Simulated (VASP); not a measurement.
# MgSnO2 (I4mm) in VASP: relaxation of cell and atoms with PBE

Aim: the relaxation of cell and atoms of MgSnO2 with PBE.

All numbers are computed with VASP 6.6.1; they aren't measurements. Logs are shortened: lines on timing, memory, paths and dates and some standing lists are left out, and cuts for length are marked.

## 1. The cell of the first run

It takes space group I4mm (No. 107, tetragonal). The conventional cell has a = 3.873 Å, b = 3.873 Å, c = 9.403 Å, α = 90.00°, β = 90.00°, γ = 90.00°. Mg (site symmetry 4mm) has 4 O at 2.04 Å within 2.7 Å. Within 2.9 Å of Sn (site symmetry 4mm) lie 4 O at 2.20 Å. Within 2.7 Å of O (site symmetry 2mm) lie 2 Mg at 2.04 Å and 2 Sn at 2.20 Å.

## 2. Relaxation of cell and atoms, PBE

Contents of INCAR:

```
PREC = Accurate ; ENCUT = 600
EDIFF = 1E-6 ; ISMEAR = 0
SIGMA = 0.01 ; LREAL = F
LASPH = T ; NELM = 80
ALGO = Normal ; ISIF = 3
LWAVE = F ; LCHARG = F
GGA = PE ; IBRION = 2
NSW = 80 ; EDIFFG = -0.001
```

Contents of KPOINTS:

```
Automatic mesh
0
Gamma
  10 10 10
```

Contents of POSCAR:

```
MgSnO2
1.0
   -1.9366891620      1.9366891620      4.7014826172
    1.9366891620     -1.9366891620      4.7014826172
    1.9366891620      1.9366891620     -4.7014826172
Mg Sn O
1 1 2
Direct
    0.5778521945      0.5778521945      0.0000000000
    0.9006220284      0.9006220284      0.0000000000
    0.0105861859      0.5105861859      0.5000000000
    0.5105861859      0.0105861859      0.5000000000
```

Potentials or basis: VASP PAW PBE potentials, release 64 (Mg, Sn_d, O).

Command:

```
> cat potpaw_PBE.64/Mg/POTCAR potpaw_PBE.64/Sn_d/POTCAR potpaw_PBE.64/O/POTCAR > POTCAR
> mpirun -np 1 vasp_std > vasp.out
```

OUTCAR:

```text
PREC = Accurate
   ENCUT = 600
   EDIFF = 1E-6
   ISMEAR = 0
   LREAL = F
   LASPH = T
   NELM = 80
   ISIF = 3
   GGA = PE
   IBRION = 2
   NSW = 80
   EDIFFG = -0.001

 ion  position               nearest neighbor table
   1  0.578  0.578  0.000-   3 2.04   4 2.04   4 2.04   3 2.04   2 3.03   2 3.21   2 3.21   2 3.21
                             2 3.21
   2  0.901  0.901  0.000-   4 2.20   3 2.20   3 2.20   4 2.20   1 3.03   1 3.21   1 3.21   1 3.21
                             1 3.21
   3  0.011  0.511  0.500-   1 2.04   1 2.04   2 2.20   2 2.20
   4  0.511  0.011  0.500-   1 2.04   1 2.04   2 2.20   2 2.20

  LATTYP: Found a body centered tetragonal cell.
 ALAT       =     3.8733783240
 C/A-ratio  =     2.4275876116

  Lattice vectors:

 A1 = (  -1.9366891620,   1.9366891620,   4.7014826172)
 A2 = (   1.9366891620,  -1.9366891620,   4.7014826172)
 A3 = (   1.9366891620,   1.9366891620,  -4.7014826172)

Analysis of symmetry for initial positions (statically):
=====================================================================
 Subroutine PRICEL returns:
 Original cell was already a primitive cell.

 Routine SETGRP: Setting up the symmetry group for a
 body centered tetragonal supercell.

 Subroutine GETGRP returns: Found  8 space group operations
 (whereof  8 operations were pure point group operations)
 out of a pool of 16 trial point group operations.

The static configuration has the point symmetry C_4v.

Analysis of symmetry for dynamics (positions and initial velocities):
=====================================================================
 Subroutine PRICEL returns:
 Original cell was already a primitive cell.

 Routine SETGRP: Setting up the symmetry group for a
 body centered tetragonal supercell.

 Subroutine GETGRP returns: Found  8 space group operations
 (whereof  8 operations were pure point group operations)
 out of a pool of 16 trial point group operations.

The dynamic configuration has the point symmetry C_4v.

 Subroutine INISYM returns: Found  8 space group operations
 (whereof  8 operations are pure point group operations),
 and found     1 'primitive' translations

----------------------------------------------------------------------------------------

                                     Primitive cell

  volume of cell :      70.5366

  direct lattice vectors                    reciprocal lattice vectors
    -1.936689162  1.936689162  4.701482617     0.000000000  0.258172561  0.106349431
[... 110 lines left out ...]
     AMIX_MAG =   1.60;   BMIX_MAG =  1.00
  volume/ion in A,a.u.               =      17.63       119.00
  Fermi-wavevector in a.u.,A,eV,Ry     =   1.203158  2.273639 19.695642  1.447589
  Thomas-Fermi vector in A             =   2.338919
   LORBIT       =      0    0 simple, 1 ext, 2 COOP (PROOUT), +10 PAW based schemes
   GGA     = PE    functional components
   LHFCALC =     F    Hartree Fock is set to
   AEXX    =    0.0000 exact exchange contribution
   IVDW    =     0    specifies the selected vdW correction
   LEPSILON=     F    determine dielectric tensor
   LRPA    =     F    only Hartree local field effects (RPA)
 conjugate gradient relaxation of ions
 non-spin polarized calculation
 Gauss-broadening in eV      SIGMA  =   0.01
  energy-cutoff  :      600.00
  volume of cell :       70.54
 maximum number of plane-waves:      2378
 NGX is ok and might be reduce to    48
   NGX = 21   NGY = 21   NGZ = 21

--------------------------------------- Ionic step        1  -------------------------------------------

 number of electron      28.0000001 magnetization

 Free energy of the ion-electron system (eV)
  ---------------------------------------------------
  ext. energy  EPLUGINS =         0.00000000
  ---------------------------------------------------
  free energy    TOTEN  =       -22.68974568 eV

  energy without entropy =      -22.68974568  energy(sigma->0) =      -22.68974568

------------------------ aborting loop because EDIFF is reached ----------------------------------------

  FORCE on cell =-STRESS in cart. coord.  units (eV):
  Direction    XX          YY          ZZ          XY          YZ          ZX
  --------------------------------------------------------------------------------------
  -------------------------------------------------------------------------------------
  Total       -0.0503577     -0.0503577     -0.0720564      0.0000000     -0.0000000      0.0000000
  in kB       -1.1438317     -1.1438317     -1.6366980      0.0000000     -0.0000000      0.0000000
  external PRESSURE =      -1.3081205 kB  Pullay stress =       0.0000000 kB
[... 95 lines left out ...]
  FREE ENERGIE OF THE ION-ELECTRON SYSTEM (eV)
  ---------------------------------------------------
  free  energy   TOTEN  =       -22.6900961947 eV

  energy  without entropy=      -22.6900961947  energy(sigma->0) =      -22.69009619

[... ionic steps 4 to 14 ...]

--------------------------------------- Ionic step       15  -------------------------------------------

 number of electron      28.0000000 magnetization

------------------------ aborting loop because EDIFF is reached ----------------------------------------
[... 71 lines left out ...]
--------------------------------------- Ionic step       17  -------------------------------------------

 number of electron      28.0000000 magnetization

 Free energy of the ion-electron system (eV)
  ---------------------------------------------------
  ext. energy  EPLUGINS =         0.00000000
  ---------------------------------------------------
  free energy    TOTEN  =       -22.69015358 eV

  energy without entropy =      -22.69015358  energy(sigma->0) =      -22.69015358

 E-fermi :   3.0568     XC(G=0):  -8.9342

 val. band max:        3.0144213404   @ k =  -0.4000   0.4000   0.4000
 cond. band min:       4.8209162912   @ k =   0.5000   0.5000   0.5000
 fundamental gap:      1.8064949508
 Fermi energy:         3.0567781473

 k-point     1 :       0.0000    0.0000    0.0000
  band No.  band energies     occupation
      1     -17.5315      2.00000
      2     -17.2339      2.00000
      3     -17.2278      2.00000
      4     -17.2278      2.00000
      5     -17.2039      2.00000
      6     -15.1230      2.00000
[... 481 lines left out ...]
      5     -17.1792      2.00000
      6     -14.1351      2.00000
[... 10 lines left out ...]
     17       8.3921      0.00000
     18      10.3825      0.00000

 [... further k-points ...]
[... 5 lines left out ...]
  --------------------------------------------------------------------------------------
  -------------------------------------------------------------------------------------
  Total        0.0020608      0.0020608      0.0006461      0.0000000     -0.0000000      0.0000000
  in kB        0.0469939      0.0469939      0.0147323      0.0000000     -0.0000000      0.0000000
  external PRESSURE =       0.0362400 kB  Pullay stress =       0.0000000 kB
[... 19 lines left out ...]
  FREE ENERGIE OF THE ION-ELECTRON SYSTEM (eV)
  ---------------------------------------------------
  free  energy   TOTEN  =       -22.6901535819 eV

  energy  without entropy=      -22.6901535819  energy(sigma->0) =      -22.69015358

 reached required accuracy - stopping structural energy minimisation
```

CONTCAR:

```text
MgSnO2
   1.00000000000000
    -1.9358130939233933    1.9358130939233933    4.6873040609419094
     1.9358130939233933   -1.9358130939233933    4.6873040609419094
     1.9358130939233933    1.9358130939233933   -4.6873040609419094
  Mg              Sn              O
     1     1     2
Direct
     0.5777855456549010    0.5777855456549010    0.0000000000000000
     0.9001083912926406    0.9001083912926406    0.0000000000000000
     0.0108763288762309    0.5108763288762308    0.5000000000000000
     0.5108763288762308    0.0108763288762309    0.5000000000000000

  0.00000000E+00  0.00000000E+00  0.00000000E+00
  0.00000000E+00  0.00000000E+00  0.00000000E+00
  0.00000000E+00  0.00000000E+00  0.00000000E+00
  0.00000000E+00  0.00000000E+00  0.00000000E+00
```

Run time: 34 min. Hardware: 1 thread of Oxide Virtual Turin-like, shared host; peak memory 0.42 GiB.

Results:

```yaml
Free_energy: -22.6902 eV
Relaxed_volume: 17.57 Å³/atom
Relaxed_cell: a = 5.428 Å, b = 5.428 Å, c = 5.428 Å, α = 138.21°, β = 138.21°, γ = 60.57°
Space_group_after_relaxing_to_0.05_Å: I4mm (No. 107)
Energy_gained_by_relaxing: 0.1 meV/atom
Ionic_steps: 17
Pressure_after_relaxing: 0.0 GPa
Band_gap_on_the_k_mesh: 1.81 eV, indirect (least direct gap 2.01 eV)
```

Step by step:
| step | energy change (eV) | largest force (eV/Å) | pressure (GPa) | volume (Å³) |
| --- | --- | --- | --- | --- |
| 1 | 0.0000 | 0.0702 | -0.13 | 70.54 |
| 2 | -0.0003 | 0.0147 | -0.04 | 70.39 |
| 3 | -0.0004 | 0.0004 | -0.03 | 70.35 |
| 4 | -0.0004 | 0.0066 | -0.01 | 70.33 |
| 5 | -0.0004 | 0.0038 | 0.01 | 70.34 |
| 6 | -0.0004 | 0.0019 | -0.02 | 70.34 |
| 7 | -0.0004 | 0.0012 | -0.01 | 70.31 |
| 8 | -0.0004 | 0.0068 | 0.02 | 70.26 |
| 9 | -0.0004 | 0.0081 | -0.04 | 70.28 |
| 10 | -0.0004 | 0.0018 | 0.00 | 70.27 |
| 11 | -0.0004 | 0.0045 | -0.01 | 70.27 |
| 12 | -0.0004 | 0.0022 | -0.01 | 70.27 |
| 13 | -0.0004 | 0.0002 | 0.02 | 70.25 |
| 14 | -0.0004 | 0.0036 | 0.01 | 70.26 |
| 15 | -0.0004 | 0.0037 | -0.03 | 70.26 |
| 16 | -0.0004 | 0.0016 | 0.00 | 70.26 |
| 17 | -0.0004 | 0.0004 | 0.00 | 70.26 |

Final structure:
```
CELL_PARAMETERS angstrom
-1.93581 1.93581 4.68730
1.93581 -1.93581 4.68730
1.93581 1.93581 -4.68730
ATOMIC_POSITIONS crystal
Mg 0.57779 0.57779 0.00000
Sn 0.90011 0.90011 0.00000
O 0.01088 0.51088 0.50000
O 0.51088 0.01088 0.50000
```

Levels at points of the mesh, in eV from the valence-band top:
```csv
k point,band 12,band 13,band 14,band 15,band 16,band 17
"(0.00, 0.00, 0.00)",-1.69,-1.48,-1.48,3.26,5.99,5.99
"(0.50, 0.00, 0.00)",-2.86,-2.75,-0.39,3.11,5.24,7.20
"(0.50, 0.50, 0.00)",-1.07,-1.04,-0.96,3.38,4.95,5.82
"(0.50, 0.50, 0.50)",-1.47,-1.47,-0.20,1.81,5.94,6.90
```

Caveat: spin-orbit coupling is left out, which moves the levels of the heavy elements. A k mesh can miss the band edges.
